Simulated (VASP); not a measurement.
# Ru (P6_3/mmc) in VASP: single point with revPBE

Aim: the single point of Ru with revPBE.

Everything below comes from runs of VASP 6.6.1. Logs are shortened: lines on timing, memory, paths and dates and some standing lists are left out, and cuts for length are marked.

### 1 The cell of the first run

Symmetry: P6_3/mmc, No. 194, hexagonal system. Conventional cell: a = 2.706 Å, b = 2.706 Å, c = 4.282 Å, α = 90.00°, β = 90.00°, γ = 120.00°. Ru (site symmetry -6m2) has 12 Ru at 2.65 to 2.71 Å within 3.5 Å.

### 2 Single point, revPBE

INCAR reads:

```
PREC = Accurate
ENCUT = 520
EDIFF = 1E-6
ISMEAR = 1
SIGMA = 0.05
LREAL = F
LASPH = T
NELM = 100
ALGO = Normal
ISIF = 2
LWAVE = F
LCHARG = F
GGA = RE
ISYM = 0
NBANDS = 21
```

KPOINTS reads:

```
Automatic mesh
0
Gamma
  12 12 7
  0.5 0.5 0
```

POSCAR reads:

```
Ru
1.0
    2.7058000000      0.0000000000      0.0000000000
   -1.3529000000      2.3432915400      0.0000000000
    0.0000000000      0.0000000000      4.2819000000
Ru
2
Direct
    0.3333333333      0.6666666667      0.2500000000
    0.6666666667      0.3333333333      0.7500000000
```

Potentials or basis: VASP PAW PBE potentials, release 64 (Ru_pv).

Command:

```console
$ cat potpaw_PBE.64/Ru_pv/POTCAR > POTCAR
$ mpirun -np 1 vasp_std > vasp.out
```

OUTCAR:

```text
PREC = Accurate
   ENCUT = 520
   EDIFF = 1E-6
   ISMEAR = 1
   LREAL = F
   LASPH = T
   NELM = 100
   ISIF = 2
   GGA = RE
   ISYM = 0

 ion  position               nearest neighbor table
   1  0.333  0.667  0.250-   2 2.65   2 2.65   2 2.65   2 2.65   2 2.65   2 2.65
   2  0.667  0.333  0.750-   1 2.65   1 2.65   1 2.65   1 2.65   1 2.65   1 2.65

IMPORTANT INFORMATION: All symmetrisations will be switched off!
NOSYMM: (Re-)initialisation of all symmetry stuff for point group C_1.

----------------------------------------------------------------------------------------

                                     Primitive cell

  volume of cell :      27.1493

  direct lattice vectors                    reciprocal lattice vectors
     2.705800000  0.000000000  0.000000000     0.369576465  0.213375072  0.000000000
    -1.352900000  2.343291540  0.000000000     0.000000000  0.426750143  0.000000000
     0.000000000  0.000000000  4.281900000     0.000000000  0.000000000  0.233541185

  length of vectors
     2.705800000  2.705800002  4.281900000     0.426750143  0.426750143  0.233541185

  position of ions in fractional coordinates (direct lattice)
     0.333333333  0.666666667  0.250000000
     0.666666667  0.333333333  0.750000000

  ion indices of the primitive-cell ions
   primitive index   ion index
                 1           1
                 2           2

----------------------------------------------------------------------------------------

 KPOINTS: Automatic mesh

Automatic generation of k-mesh.
 Grid dimensions read from file:
 generate k-points for:   12   12    7

 Generating k-lattice:

  Cartesian coordinates                     Fractional coordinates (reciprocal lattice)
     0.030798039  0.017781256  0.000000000     0.083333333  0.000000000  0.000000000
     0.000000000  0.035562512  0.000000000     0.000000000  0.083333333  0.000000000
     0.000000000  0.000000000  0.033363026     0.000000000  0.000000000  0.142857143

  Length of vectors
     0.035562512  0.035562512  0.033363026

  Shift w.r.t. Gamma in fractional coordinates (k-lattice)
     0.500000000  0.500000000  0.000000000

 Subroutine IBZKPT returns following result:
 ===========================================

 Found   1512 irreducible k-points:

 Following reciprocal coordinates:
            Coordinates               Weight
  0.041667  0.041667  0.000000      2.000000
 -0.041667  0.083333  0.000000      2.000000
 -0.083333  0.041667  0.000000      2.000000
  0.125000  0.041667  0.000000      2.000000
 -0.041667  0.166667  0.000000      2.000000
 -0.166667  0.125000  0.000000      2.000000
[... 16 lines left out ...]
 -0.041667  0.416667  0.000000      2.000000
 -0.416667  0.375000  0.000000      2.000000
 [... further k-points ...]
   k-points           NKPTS =   1512   k-points in BZ     NKDIM =   1512   number of bands    NBANDS=     21
   number of dos      NEDOS =    301   number of ions     NIONS =      2
   total plane-waves  NPLWV =  12800
   dimension x,y,z NGX =    20 NGY =   20 NGZ =   32
   dimension x,y,z NGXF=    40 NGYF=   40 NGZF=   64
   ions per type =               2
   NGX,Y,Z   is equivalent  to a cutoff of  12.29, 12.29, 12.42 a.u.
   NGXF,Y,Z  is equivalent  to a cutoff of  24.58, 24.58, 24.85 a.u.
 SYSTEM =  unknown system
   PREC   = accura    normal or accurate (medium, high low for compatibility)
   ISTART =      0    job   : 0-new  1-cont  2-samecut
   ICHARG =      2    charge: 1-file 2-atom 10-const
   ISPIN  =      1    spin polarized calculation?
   LNONCOLLINEAR =      F non collinear calculations
   LSORBIT =      F    spin-orbit coupling
   LASPH  =      T    aspherical Exc in radial PAW
   ENCUT  =  520.0 eV  38.22 Ry    6.18 a.u.   5.03  5.03  7.96*2*pi/ulx,y,z
   NELM   =    100;   NELMIN=  2; NELMDL= -5     # of ELM steps
   EDIFF  = 0.1E-05   stopping-criterion for ELM
   LREAL  =      F    real-space projection
   EDIFFG = 0.1E-04   stopping-criterion for IOM
   NSW    =      0    number of steps for IOM
   IBRION =     -1    ionic relax: 0-MD 1-quasi-New 2-CG
   NFREE  =      0    steps in history (QN), initial steepest desc. (CG)
   ISIF   =      2    stress and relaxation
   ISYM   =      0    0-nonsym 1-usesym 2-fastsym
   POTIM  = 0.5000    time-step for ionic-motion
   TEBEG  =    0.0;   TEEND  =   0.0 temperature during run
   PSTRESS=    0.0 pullay stress
   NELECT =      28.0000    total number of electrons
   NUPDOWN=      -1.0000    fix difference up-down
   EMIN   =  10.00;   EMAX   =-10.00  energy-range for DOS
   EFERMI =   0.00;   METHOD = LEGACY
   ISMEAR =     1;   SIGMA  =   0.05  broadening in eV -4-tet -1-fermi 0-gaus
   EFERMI_NEDOS =   21; number of points for ismear=-14 and -15
   IALGO  =     38    algorithm
   IMIX   =      4    mixing-type and parameters
     AMIX     =   0.40;   BMIX     =  1.00
     AMIX_MAG =   1.60;   BMIX_MAG =  1.00
  volume/ion in A,a.u.               =      13.57        91.61
  Fermi-wavevector in a.u.,A,eV,Ry     =   1.654022  3.125649 37.222674  2.735789
  Thomas-Fermi vector in A             =   2.742361
   LORBIT       =      0    0 simple, 1 ext, 2 COOP (PROOUT), +10 PAW based schemes
   GGA     = RE    functional components
   LHFCALC =     F    Hartree Fock is set to
   AEXX    =    0.0000 exact exchange contribution
   IVDW    =     0    specifies the selected vdW correction
   LEPSILON=     F    determine dielectric tensor
   LRPA    =     F    only Hartree local field effects (RPA)
 non-spin polarized calculation
 Methfessel and Paxton  Order N= 1 SIGMA  =   0.05
  energy-cutoff  :      520.00
  volume of cell :       27.15
 maximum number of plane-waves:       748
   NGX =  9   NGY =  9   NGZ = 15

 number of electron      28.0000009 magnetization

 Free energy of the ion-electron system (eV)
  ---------------------------------------------------
  ext. energy  EPLUGINS =         0.00000000
  ---------------------------------------------------
  free energy    TOTEN  =       -17.42220630 eV

  energy without entropy =      -17.42177747  energy(sigma->0) =      -17.42206336

 E-fermi :  12.9128     XC(G=0): -14.0682

 val. band max:       12.9032662036   @ k =   0.1667  -0.2917   0.1429
 cond. band min:      12.9160753343   @ k =   0.0833  -0.3750   0.0000
 fundamental gap:      0.0128091308
 Fermi energy:        12.9128393275

 k-point     1 :       0.0417    0.0417    0.0000
  band No.  band energies     occupation
      1     -30.7379      2.00000
      2     -29.8607      2.00000
      3     -29.8376      2.00000
      4     -29.6924      2.00000
      5     -29.6596      2.00000
      6     -29.6208      2.00000
[... 565 lines left out ...]
     20      23.3794      0.00000
     21      23.6693      0.00000

 [... further k-points ...]
[... 5 lines left out ...]
  --------------------------------------------------------------------------------------
  -------------------------------------------------------------------------------------
  Total        1.3607192      1.3607104      1.1585859     -0.0000100      0.0000049     -0.0000007
  in kB       80.3009244     80.3004078     68.3723142     -0.0005911      0.0002879     -0.0000404
  external PRESSURE =      76.3245488 kB  Pullay stress =       0.0000000 kB

 VOLUME and BASIS-vectors are now :
 -----------------------------------------------------------------------------
  energy-cutoff  :      520.00
  volume of cell :       27.15
      direct lattice vectors                 reciprocal lattice vectors
     2.705800000  0.000000000  0.000000000     0.369576465  0.213375072  0.000000000
    -1.352900000  2.343291540  0.000000000     0.000000000  0.426750143  0.000000000
     0.000000000  0.000000000  4.281900000     0.000000000  0.000000000  0.233541185

 POSITION                                       TOTAL-FORCE (eV/Angst)
 -----------------------------------------------------------------------------------
     -0.00000      1.56219      1.07048         0.000001     -0.000001     -0.000001
      1.35290      0.78110      3.21143        -0.000001      0.000001      0.000001
 -----------------------------------------------------------------------------------
    total drift:                                0.000001      0.000000      0.000001

  FREE ENERGIE OF THE ION-ELECTRON SYSTEM (eV)
  ---------------------------------------------------
  free  energy   TOTEN  =       -17.4222063045 eV

  energy  without entropy=      -17.4217774690  energy(sigma->0) =      -17.42206336
```

It took 8.2 min on 1 thread of AMD EPYC 7R43 (Zen 3), shared host; peak memory 0.66 GiB.

Results:

```
Free energy            : -17.4222 eV
Pressure               : 7.6 GPa
Band gap on the k mesh : zero (band 14 reaches 14.37 eV, above the bottom of band 15 at 11.33 eV)
```

Stress tensor (GPa, compression positive):
```
8.03 0.00 0.00
0.00 8.03 0.00
0.00 0.00 6.84
```

Levels at points of the mesh, in eV from the Fermi level:
| k point | band 12 | band 13 | band 14 | band 15 | band 16 | band 17 |
| --- | --- | --- | --- | --- | --- | --- |
| (0.04, 0.04, 0.00) | -2.01 | -1.78 | -1.57 | -1.56 | -0.17 | 1.23 |

Caveat: the PAW data sets were made with another functional, which shifts forces and pressure a little.
